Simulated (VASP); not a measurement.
The system is Pd.

```
CELL_PARAMETERS angstrom
-1.58269 1.58269 1.58269
1.58269 -1.58269 1.58269
1.58269 1.58269 -1.58269
ATOMIC_POSITIONS crystal
Pd 0.00000 0.00000 0.00000
```

Base run:

* Program: VASP 6.6.1
* Functional: r2SCAN
* Potentials or basis: VASP PAW PBE potentials, release 64 (Pd)
* Cutoff: 520 eV
* k mesh: 12 × 12 × 12
* Occupations: fermi-dirac, width 0.05 eV
* Spin: no spin polarisation

Its results: band gap on the k mesh zero (band 5 reaches 9.00 eV, above the bottom of band 6 at 7.41 eV); pressure -8.0 GPa.

**Question.** The run is repeated on the same cell with these changes: functional from r2SCAN to PBE. What comes out?

**Answer.** Band gap on the k mesh zero (band 5 reaches 9.14 eV, above the bottom of band 6 at 7.65 eV); pressure -4.3 GPa.

Caveats: the PAW data sets were made with another functional, which shifts forces and pressure a little (some runs).
